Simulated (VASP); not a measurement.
Ga3AsP2: single point with r2SCAN

Ga3AsP2:

```
P As Ga
1.0
     3.90596    0.00000    0.00000
    -1.95298    3.38266    0.00000
     0.00000    0.00000    9.56218
P As Ga
2 1 3
Cartesian
  0.0000 0.0000 0.0293
  0.0000 2.2551 3.1605
  1.9530 1.1276 6.3717
  0.0000 2.2551 0.7961
  1.9530 1.1276 3.9237
  0.0000 0.0000 7.2336
```

```
Program                : VASP 6.6.1
Task                   : single point
Functional             : r2SCAN
Potentials or basis    : VASP PAW PBE potentials, release 64 (P, As, Ga_d)
Cutoff                 : 520 eV
k mesh                 : 12 × 12 × 4
Occupations            : gaussian, width 0.01 eV
Spin                   : no spin polarisation
Dipole correction      : no
Further INCAR settings : ALGO = Normal; EDIFF = 1e-07; NBANDS = 36
```

The pressure is 0.0 GPa. The largest force is 0.017 eV/Å. The band gap on the k mesh is 1.62 eV (least direct gap 1.70 eV).

Forces in eV/Å, atoms in the order of the input:
```
P    0.000  0.000  0.002
P    0.000  0.000 -0.002
As   0.000  0.000 -0.003
Ga   0.000  0.000  0.002
Ga   0.000  0.000 -0.017
Ga   0.000  0.000  0.017
```

Stress tensor (GPa, compression positive):
```
-0.06  0.00  0.00
 0.00 -0.06  0.00
 0.00  0.00  0.09
```

Levels at points of the mesh, in eV from the valence-band top:
| k point | band 24 | band 25 | band 26 | band 27 | band 28 | band 29 | band 30 | band 31 |
| --- | --- | --- | --- | --- | --- | --- | --- | --- |
| (0.00, 0.00, 0.00) | -0.96 | -0.13 | 0.00 | 0.00 | 1.70 | 1.75 | 2.10 | 3.98 |
| (0.50, 0.00, 0.00) | -2.83 | -2.67 | -1.96 | -1.61 | 1.73 | 1.91 | 2.70 | 2.98 |
| (0.00, 0.00, 0.50) | -0.71 | -0.71 | -0.20 | -0.20 | 1.62 | 2.27 | 2.62 | 4.44 |
| (0.50, 0.00, 0.50) | -2.75 | -2.46 | -1.29 | -1.24 | 1.67 | 1.99 | 2.33 | 3.68 |

It took 25 min on 1 thread of Intel Xeon 8259CL, with other jobs on the host, peak memory 0.45 GiB.

Caveat: the PAW data sets were made with another functional, which shifts forces and pressure a little. A k mesh can miss the band edges.
